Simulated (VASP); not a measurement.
Input of a VASP 6.6.1 run:

File POSCAR:

```
Te2Mo
1.0
    3.2625708186      0.0000000000      0.0000000000
   -1.6312854093      2.8254692105      0.0000000000
    0.0000000000      0.0000000000     12.4919726827
Te Mo
4 2
Direct
    0.6666666667      0.3333333333      0.3956404028
    0.3333333333      0.6666666667      0.8956404028
    0.6666666667      0.3333333333      0.1043595972
    0.3333333333      0.6666666667      0.6043595972
    0.6666666667      0.3333333333      0.7500000000
    0.3333333333      0.6666666667      0.2500000000
```

File INCAR.step1:

```
  PREC = Accurate
  ENCUT = 520
  ISMEAR = -1
  SIGMA = 0.05
  LREAL = F
  LASPH = T
  NELM = 100
  NBANDS = 35
  GGA = PE
  ALGO = Normal
  EDIFF = 1E-4
  LWAVE = T
  LCHARG = F
```

Contents of INCAR.step2:

```
  PREC = Accurate
  ENCUT = 520
  EDIFF = 1E-6
  ISMEAR = -1
  SIGMA = 0.05
  LREAL = F
  LASPH = T
  NELM = 100
  ALGO = Normal
  ISIF = 2
  LWAVE = F
  LCHARG = T
  METAGGA = R2SCAN
  LMIXTAU = T
  LELF = T
  LVHAR = T
  NBANDS = 35
  ISTART = 1
```

Contents of KPOINTS:

```
regular mesh
0
Gamma
  9 9 2
```

Potentials or basis: VASP PAW PBE potentials, release 64 (Te, Mo_sv).

Command:

```sh
$ cat potpaw_PBE.64/Te/POTCAR potpaw_PBE.64/Mo_sv/POTCAR > POTCAR
$ cp INCAR.step1 INCAR
$ mpirun -np 1 vasp_std > vasp.out
$ cp INCAR.step2 INCAR
$ mpirun -np 1 vasp_std > vasp.out
```

(1) Predict the band gap on the k mesh.

(2) What does it give for the pressure?

Answers

(1) zero (bands 26 and 27 overlap by 0.71 eV).

(2) 30.1 GPa.

Caveat: the cell stands under pressure; the PAW data sets were made with another functional, which shifts forces and pressure a little; spin-orbit coupling is left out, which moves the levels of the heavy elements.
